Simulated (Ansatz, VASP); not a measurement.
One calculation of WS2, two programs

```
W S
1.0
     3.18352    0.00000    0.00000
    -1.59176    2.75701    0.02578
     0.00000    0.15849   16.95058
W S
1 2
Direct
  0.33333 0.66667 0.00000
  0.66667 0.33333 0.90800
  0.66667 0.33333 0.09200
```

Change from the starting cell: strain +0.0187 x Voigt [0, 0, 0, 1, 0, 0], atoms carried along.

Alike in both runs: task single point; functional PBEsol; k mesh 12 × 12 × 2; occupations gaussian, width 0.05 eV; no spin polarisation.

|  | VASP | Ansatz |
| --- | --- | --- |
| version | VASP 6.6.1 | Ansatz 0.2.0 |
| potentials or method | VASP PAW PBE potentials, release 64 (W_sv, S), cutoff 520 eV | scalar-relativistic, plane waves, PAW |
| valence electrons in the cell | 26 | 26 |

VASP gave:

* gap on the k mesh at the Fermi level (eV): 1.78
* least direct gap on the mesh (eV): 1.79
* rms of the force components (eV/Å): 0.143

Q: Which values does Ansatz return?

A: gap on the k mesh at the Fermi level (eV): 1.77; least direct gap on the mesh (eV): 1.78; rms of the force components (eV/Å): 0.146.

VASP's potentials were made for PBE, not for PBEsol. Atom by atom the forces differ by 0.010 eV/Å (rms over components).

Neither program's run includes spin-orbit coupling.
